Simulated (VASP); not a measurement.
Here is a VASP 6.6.1 calculation.

INCAR

```
PREC = Accurate ; ENCUT = 600
EDIFF = 1E-7 ; ISMEAR = 0
SIGMA = 0.01 ; LREAL = False
LASPH = True ; NELM = 80
ALGO = Normal ; ISIF = 3
LWAVE = False ; LCHARG = False
GGA = CA ; IBRION = 2
NSW = 100 ; EDIFFG = -0.002
PSTRESS = 100.0
```

The input KPOINTS:

```
Automatic mesh
0
Gamma
  6 6 6
```

Contents of POSCAR:

```
CdTe
1.0
    3.2050000000      3.2050000000      0.0000000000
   -3.2050000000      3.2050000000      0.0000000000
    0.0000000000      3.2050000000      3.2050000000
Cd Te
1 1
Direct
    0.0000000000      0.0000000000      0.0000000000
    0.7500000000      0.2500000000      0.5000000000
```

Potentials or basis: VASP PAW LDA potentials, release 64 (Cd, Te).

Launch:

```console
$ cat potpaw_LDA.64/Cd/POTCAR potpaw_LDA.64/Te/POTCAR > POTCAR
$ mpirun -np 1 vasp_std > vasp.out
```

Q: Predict the band gap on the k mesh.

A: 1.11 eV.

Q: Estimate the space group after relaxing (to 0.1 Å).

A: F-43m (No. 216).

Q: What does it give for the relaxed cell?

A: a = 4.317 Å, b = 4.317 Å, c = 4.317 Å, α = 60.00°, β = 60.00°, γ = 90.00°.

Q: Predict the relaxed volume.

A: 28.45 Å³/atom.

The path:
```tsv
step	energy change (eV)	largest force (eV/Å)	pressure (GPa)	volume (Å³)
1	0.0000	0.0000	0.22	65.84
2	1.2388	0.0000	30.27	48.49
3	0.2321	0.0000	9.55	57.19
4	0.2463	0.0000	9.92	56.96
5	0.2569	0.0000	10.19	56.79
6	0.2415	0.0000	9.80	57.04
7	0.2493	0.0000	9.99	56.91
8	0.2498	0.0000	10.01	56.90
```

Caveat: the cell is relaxed towards a set pressure, so the run minimises the enthalpy, not the energy; spin-orbit coupling is left out, which moves the levels of the heavy elements. Zero-point motion and thermal expansion aren't in these numbers.
